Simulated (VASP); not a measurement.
Crystal: Os.

```
Os
1.0
     2.73938    0.00000    0.00000
    -1.36969    2.37237    0.00000
     0.00000    0.00000    4.31382
Os
2
Direct
  0.33333 0.66667 0.25000
  0.66667 0.33333 0.75000
```

Base run:

```yaml
Program: VASP 6.6.1
Functional: r2SCAN
Potentials_or_basis: VASP PAW PBE potentials, release 64 (Os_sv_GW)
Cutoff: 620 eV
k_mesh: 13 × 13 × 7
Occupations: fermi-dirac, width 0.6 eV
Spin: no spin polarisation
```

Its results: band gap on the k mesh zero (bands 16 and 17 overlap by 3.99 eV); pressure 7.2 GPa.

Q: The run is repeated on the same cell with these changes: occupations from fermi-dirac, width 0.6 eV to gaussian, width 0.3 eV. What comes out?

A: Band gap on the k mesh zero (bands 16 and 17 overlap by 3.99 eV); pressure -0.7 GPa.

Caveats: so wide a smearing shifts energies and pressures; the PAW data sets were made with another functional, which shifts forces and pressure a little; spin-orbit coupling is left out, which moves the levels of the heavy elements; the cell stands under pressure (at least some runs).
